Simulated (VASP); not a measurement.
Input of a VASP 6.6.1 run:

File INCAR:

```
SYSTEM = CdS
ALGO     = Normal         ! electronic algorithm
EDIFF    = 1E-7           ! SCF threshold, eV
ENCUT    = 520            ! plane-wave cutoff, eV
GGA      = PS             ! functional
GGA_COMPAT= .False.      
ISIF     = 2              ! what is computed and relaxed
ISMEAR   = 0              ! smearing method
LASPH    = .True.         ! aspherical terms in the spheres
LCHARG   = .False.        ! write CHGCAR
LORBIT   = 11             ! projections on sites
LORBMOM  = .True.       
LREAL    = .False.        ! projectors in reciprocal space
LSORBIT  = .True.         ! spin-orbit coupling
LWAVE    = .False.        ! write WAVECAR
MAGMOM   = 0 0 0 0 0 0 0 0 0 0 0 0 ! initial moments
NBANDS   = 50             ! bands
NELM     = 150            ! most SCF steps
PREC     = Accurate       ! precision mode
SIGMA    = 0.01           ! smearing width, eV
```

File KPOINTS:

```
k-points
0
Gamma
  6 6 4
  0 0 0
```

File POSCAR:

```
CdS
1.0
    4.1500000000      0.0000000000      0.0000000000
   -2.0750000000      3.5940050000      0.0000000000
    0.0000000000      0.0000000000      6.7370000000
Cd S
2 2
Direct
    0.3333333333      0.6666666667      0.0000000000
    0.6666666667      0.3333333333      0.5000000000
    0.3333333333      0.6666666667      0.3750000000
    0.6666666667      0.3333333333      0.8750000000
```

Potentials or basis: VASP PAW PBE potentials, release 64 (Cd, S).

Launch:

```console
$ cat potpaw_PBE.64/Cd/POTCAR potpaw_PBE.64/S/POTCAR > POTCAR
$ mpirun -np 1 vasp_ncl > vasp.out
```

(1) Estimate the largest force.

(2) What does it give for the pressure?

Answers

(1) 0.066 eV/Å.

(2) -0.6 GPa.

Caveat: the PAW data sets were made with another functional, which shifts forces and pressure a little.
